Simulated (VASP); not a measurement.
# LiH (P1) in VASP: a series of runs, part 2 of 2

VASP 6.6.1.

### 3 Single point, PBE

INCAR reads:

```
SYSTEM = LiH
PREC = Accurate
ENCUT = 520
EDIFF = 1E-6
ISMEAR = -1
SIGMA = 0.146
LREAL = Auto
LASPH = .TRUE.
NELM = 80
ALGO = Normal
ISIF = 2
LWAVE = .FALSE.
LCHARG = .FALSE.
GGA = PE
NBANDS = 42
```

KPOINTS reads:

```
Automatic mesh
0
G
  4 4 2
  0 0 0
```

POSCAR reads:

```
LiH
1.0
    0.0000000000      3.9969453814      3.9969453814
    3.9969453814      0.0000000000      3.9969453814
    5.9954180722      5.9954180722      0.0000000000
Li H
12 12
Direct
   -0.0093376307      0.0406130143     -0.0554680251
   -0.0327741531      0.0093730328      0.3311776554
    0.0224336315     -0.0542601860      0.6329908864
   -0.0449969872      0.5233307690     -0.0259403928
    0.0706818515      0.4748990339      0.3603369230
   -0.0186134643      0.5380969202      0.6738475868
    0.4814884409     -0.0162936928      0.0222681719
    0.5363370763      0.0306479044      0.3487251389
    0.4940112540     -0.0452117762      0.7291841782
    0.4708087853      0.5382622965      0.0135148207
    0.5116173239      0.4944249449      0.3428135411
    0.5015263679      0.5112800664      0.6302010059
    0.2658317537      0.2360725279      0.2003691795
    0.2790242031      0.2044512552      0.5133461025
    0.2482996152      0.2276245766      0.8206248406
    0.2777812539      0.7470971492      0.1647762488
    0.2410660912      0.7532284564      0.4547866333
    0.2951586493      0.7128816454      0.8255137407
    0.7697552021      0.2153730957      0.1705573302
    0.7636564198      0.2094864753      0.4834260038
    0.7413964208      0.2177560404      0.8030544229
    0.7181514197      0.7478493486      0.1696895842
    0.7901499016      0.7158308976      0.5115748332
    0.7255157935      0.7014113861      0.8571425609
```

Potentials or basis: VASP PAW PBE potentials, release 64 (Li_sv, H).

Launch:

```sh
$ cat potpaw_PBE.64/Li_sv/POTCAR potpaw_PBE.64/H/POTCAR > POTCAR
$ mpirun -np 1 vasp_std > vasp.out
```

OUTCAR:

```text
SYSTEM = LiH
   PREC = Accurate
   ENCUT = 520
   EDIFF = 1E-6
   ISMEAR = -1
   LREAL = Auto
   LASPH = .TRUE.
   NELM = 80
   ISIF = 2
   GGA = PE

 ion  position               nearest neighbor table
   1  0.991  0.041  0.945-   9 2.44   6 2.59
   2  0.967  0.009  0.331-  20 1.72   8 2.31   3 2.56
   3  0.022  0.946  0.633-   6 2.27   2 2.56  12 2.59
   4  0.955  0.523  0.974-  24 1.63   6 2.43  10 2.55
   5  0.071  0.475  0.360-  11 2.48   8 2.57
   6  0.981  0.538  0.674-   3 2.27   4 2.43   9 2.58   1 2.59
[... 1058 lines left out ...]
  Total        3.5089994      4.2897077      3.6049759     -0.9670485      1.0445993     -0.1368160
  in kB       29.3486401     35.8783441     30.1513703     -8.0882201      8.7368409     -1.1443040
  external PRESSURE =      31.7927848 kB  Pullay stress =       0.0000000 kB

 VOLUME and BASIS-vectors are now :
 -----------------------------------------------------------------------------
  energy-cutoff  :      520.00
  volume of cell :      191.56
      direct lattice vectors                 reciprocal lattice vectors
     0.000000000  3.996945381  3.996945381    -0.125095530  0.125095530  0.125095530
     3.996945381  0.000000000  3.996945381     0.125095530 -0.125095530  0.125095530
     5.995418072  5.995418072  0.000000000     0.083397020  0.083397020 -0.083397020

 POSITION                                       TOTAL-FORCE (eV/Angst)
 -----------------------------------------------------------------------------------
      5.82519      9.62249      4.12195         0.244113      0.303128     -0.833863
      2.02301      5.85150      3.90341        -0.453060      0.525201      0.690448
      7.57512      3.88471      3.86974         1.101575     -0.137285      0.913057
      7.93162      9.65699      5.90882         0.467693      1.629905      0.084081
      4.05852      2.44288      2.18066        -0.227819     -0.846317     -0.338113
      6.19074      7.96255      6.07329        -1.249983     -0.099675     -0.629012
[... 16 lines left out ...]
      5.92824      6.22529      6.01932        -0.000392     -0.581702     -0.194123
      7.94243      8.03878      5.70335        -0.180420     -0.232423      0.673040
 -----------------------------------------------------------------------------------
    total drift:                                0.006092      0.002614      0.002323

  FREE ENERGIE OF THE ION-ELECTRON SYSTEM (eV)
  ---------------------------------------------------
  free  energy   TOTEN  =       -70.6821251600 eV

  energy  without entropy=      -70.6820617261  energy(sigma->0) =      -70.68209344
```

OSZICAR:

```text
N       E                     dE             d eps       ncg     rms          rms(c)
DAV:   1     0.281145982527E+03    0.28115E+03   -0.19120E+04  1680   0.120E+03
DAV:   2    -0.146938251965E+02   -0.29584E+03   -0.26967E+03  1688   0.325E+02
DAV:   3    -0.665683978591E+02   -0.51875E+02   -0.51348E+02  2832   0.857E+01
DAV:   4    -0.735510222962E+02   -0.69826E+01   -0.69089E+01  2526   0.404E+01
DAV:   5    -0.742481491898E+02   -0.69713E+00   -0.69693E+00  2632   0.977E+00    0.105E+01
DAV:   6    -0.715058446736E+02    0.27423E+01   -0.14029E+00  2138   0.520E+00    0.538E+00
DAV:   7    -0.706037380737E+02    0.90211E+00   -0.22782E+00  2232   0.543E+00    0.924E-01
DAV:   8    -0.706816993122E+02   -0.77961E-01   -0.60702E-01  2576   0.255E+00    0.580E-01
DAV:   9    -0.706800334999E+02    0.16658E-02   -0.10996E-02  2504   0.435E-01    0.405E-01
DAV:  10    -0.706819835873E+02   -0.19501E-02   -0.42936E-03  2224   0.333E-01    0.117E-01
DAV:  11    -0.706821032640E+02   -0.11968E-03   -0.62126E-04  2472   0.144E-01    0.496E-02
DAV:  12    -0.706821198849E+02   -0.16621E-04   -0.10359E-04  3072   0.474E-02    0.114E-02
DAV:  13    -0.706821249364E+02   -0.50515E-05   -0.36961E-05  2760   0.267E-02    0.565E-03
DAV:  14    -0.706821251600E+02   -0.22363E-06   -0.45325E-06  2296   0.105E-02
   1 F= -.70682125E+02 E0= -.70682093E+02  d E =-.634338E-04
```

stdout:

```text
POSCAR found type information on POSCAR LiH
 POSCAR found :  2 types and      24 ions
 scaLAPACK will be used
 LDA part: xc-table for (Slater+PW92), standard interpolation
 -----------------------------------------------------------------------------
|                                                                             |
|           W    W    AA    RRRRR   N    N  II  N    N   GGGG   !!!           |
|           W    W   A  A   R    R  NN   N  II  NN   N  G    G  !!!           |
|           W    W  A    A  R    R  N N  N  II  N N  N  G       !!!           |
|           W WW W  AAAAAA  RRRRR   N  N N  II  N  N N  G  GGG   !            |
|           WW  WW  A    A  R   R   N   NN  II  N   NN  G    G                |
|           W    W  A    A  R    R  N    N  II  N    N   GGGG   !!!           |
|                                                                             |
|     Your reciprocal lattice and k-lattice belong to different lattice       |
|     classes:                                                                |
|                                                                             |
|        The reciprocal lattice is body-centered orthorhombic,                |
|        whereas your k-lattice is base-centered monoclinic.                  |
|                                                                             |
|     Results are often still useful ...                                      |
|                                                                             |
 -----------------------------------------------------------------------------

 POSCAR, INCAR and KPOINTS ok, starting setup
 FFT: planning ... GRIDC
 FFT: planning ... GRID_SOFT
 FFT: planning ... GRID
 WAVECAR not read
 entering main loop
```

It took 2.8 min on 1 thread of AMD EPYC 9R45 (Zen 5), shared host; peak memory 0.31 GiB.

Results:

- Free energy: -70.6821 eV
- Largest force: 1.698 eV/Å
- Band gap on the k mesh: 2.76 eV, indirect (least direct gap 2.86 eV)

Forces in eV/Å, atoms in the order of the input:
```
Li   0.244  0.303 -0.834
Li  -0.453  0.525  0.690
Li   1.102 -0.137  0.913
Li   0.468  1.630  0.084
Li  -0.228 -0.846 -0.338
Li  -1.250 -0.100 -0.629
Li   0.615  0.062  0.553
Li  -0.868 -0.532 -0.760
Li  -0.784 -1.169  0.645
Li  -0.520  0.166 -1.239
Li  -0.292 -0.117  0.331
Li  -0.002  0.885  0.004
H   -0.222 -0.324  0.142
H    0.321  0.034 -0.031
H    0.712 -0.138  0.197
H    0.056 -0.118 -0.411
H    0.635  0.971 -0.322
H    0.174 -0.509 -0.401
H    0.016 -0.476  0.539
H    0.692  0.232 -0.069
H    0.068  0.273  0.071
H   -0.304  0.200  0.386
H    0.000 -0.582 -0.194
H   -0.180 -0.232  0.673
```

Caveat: the k points lie up to 0.45 Å⁻¹ apart; the cutoff is under 1.25 times the usual one of these potentials, so pressure, stress and relaxed cells hold a basis-set (Pulay) error; forces of over 1 eV/Å act on the atoms, so gaps and moduli don't describe the material at rest. A k mesh can miss the band edges.

### 4 Single point, PBE

INCAR reads:

```
  ALGO = Normal
  EDIFF = 1E-6
  ENCUT = 520
  GGA = PE
  ISIF = 2
  ISMEAR = -1
  LASPH = T
  LCHARG = F
  LREAL = Auto
  LWAVE = F
  NBANDS = 42
  NELM = 100
  PREC = Accurate
  SIGMA = 0.146
```

KPOINTS reads:

```
k-points
0
Gamma
  4 4 2
```

POSCAR reads:

```
LiH
1.0
    0.0000000000      3.9969453814      3.9969453814
    3.9969453814      0.0000000000      3.9969453814
    5.9954180722      5.9954180722      0.0000000000
Li H
12 12
Direct
   -0.0281932799      0.0416940899     -0.0658823113
   -0.0153334595      0.0113754369      0.3219865532
    0.0215508324     -0.0364799831      0.6214296410
   -0.0353955300      0.5265103221     -0.0209221440
    0.0837313168      0.4673595263      0.3618287289
   -0.0171553508      0.5079088670      0.6710924829
    0.4741652235      0.0026286324      0.0330399811
    0.5411503770      0.0285684414      0.3435667830
    0.4826722199     -0.0349433096      0.7238795440
    0.4542142378      0.5251894384      0.0237478852
    0.5280680116      0.4983250482      0.3387682019
    0.5221925247      0.4917592843      0.6308168929
    0.2399258455      0.1739724799      0.1971077723
    0.3086086704      0.2339679207      0.5261426246
    0.2253783612      0.2475487918      0.8430124370
    0.2346923489      0.7227260381      0.2020333671
    0.2436668273      0.8102632613      0.4675218586
    0.2764199644      0.7003579566      0.8535924331
    0.6626934439      0.3096716072      0.1617304229
    0.7316542312      0.2061051432      0.5188592293
    0.7500183800      0.2680235524      0.7923773526
    0.7885859573      0.7012980495      0.1469482177
    0.7314318113      0.7031937472      0.5485779241
    0.7266002467      0.7170399459      0.8567133164
```

Launch:

```sh
$ cat potpaw_PBE.64/Li_sv/POTCAR potpaw_PBE.64/H/POTCAR > POTCAR
$ mpirun -np 1 vasp_std > vasp.out
```

Run time: 2.7 min. Hardware: 1 thread of AMD EPYC 9R45 (Zen 5), shared host; peak memory 0.31 GiB.

Results (log left out):

- Free energy: -70.4988 eV
- Largest force: 1.728 eV/Å
- Band gap on the k mesh: 2.87 eV, indirect (least direct gap 2.88 eV)

Forces in eV/Å, atoms in the order of the input:
```
Li   0.163  0.830 -0.411
Li  -0.033  0.353  0.073
Li   1.700  0.311  0.008
Li  -0.151  0.829 -0.030
Li  -0.074 -0.721 -0.792
Li  -0.184  0.199 -0.176
Li  -0.514 -0.205  0.039
Li  -0.367 -0.182 -1.033
Li  -0.470 -0.555  0.362
Li  -0.227 -0.292 -0.196
Li   0.033 -0.257  0.175
Li   0.562  0.502 -0.361
H    0.689 -0.129  0.936
H   -0.128 -0.693 -0.387
H   -0.005 -0.006 -0.054
H    0.062 -0.223  0.551
H   -1.016  0.736 -0.409
H    0.155 -0.809 -0.011
H   -0.414  1.074  0.218
H   -0.136 -0.045  0.399
H   -0.008  0.318 -0.347
H    0.820 -0.148  0.238
H   -0.376 -0.617  0.800
H   -0.082 -0.270  0.409
```

Levels at points of the mesh, in eV from the valence-band top:
| k point | band 22 | band 23 | band 24 | band 25 | band 26 | band 27 |
| --- | --- | --- | --- | --- | --- | --- |
| (0.00, 0.00, 0.00) | -0.94 | -0.71 | -0.01 | 2.87 | 4.00 | 4.43 |
| (0.50, 0.00, 0.00) | -1.46 | -0.63 | -0.26 | 4.27 | 4.64 | 4.95 |
| (0.00, 0.50, 0.00) | -1.47 | -0.59 | -0.25 | 4.53 | 4.74 | 5.04 |
| (0.50, 0.50, 0.00) | -1.05 | -0.81 | -0.64 | 4.05 | 4.44 | 4.64 |
| (0.00, 0.00, 0.50) | -0.95 | -0.18 | 0.00 | 2.88 | 3.12 | 3.84 |
| (0.50, 0.00, 0.50) | -1.10 | -0.56 | -0.24 | 3.96 | 4.61 | 5.05 |
| (0.00, 0.50, 0.50) | -1.32 | -0.52 | -0.29 | 4.32 | 4.57 | 4.87 |
| (0.50, 0.50, 0.50) | -1.55 | -0.20 | -0.19 | 4.67 | 4.84 | 5.08 |

Caveat: the k points lie up to 0.45 Å⁻¹ apart; the cutoff is under 1.25 times the usual one of these potentials, so pressure, stress and relaxed cells hold a basis-set (Pulay) error; forces of over 1 eV/Å act on the atoms, so gaps and moduli don't describe the material at rest. A k mesh can miss the band edges.
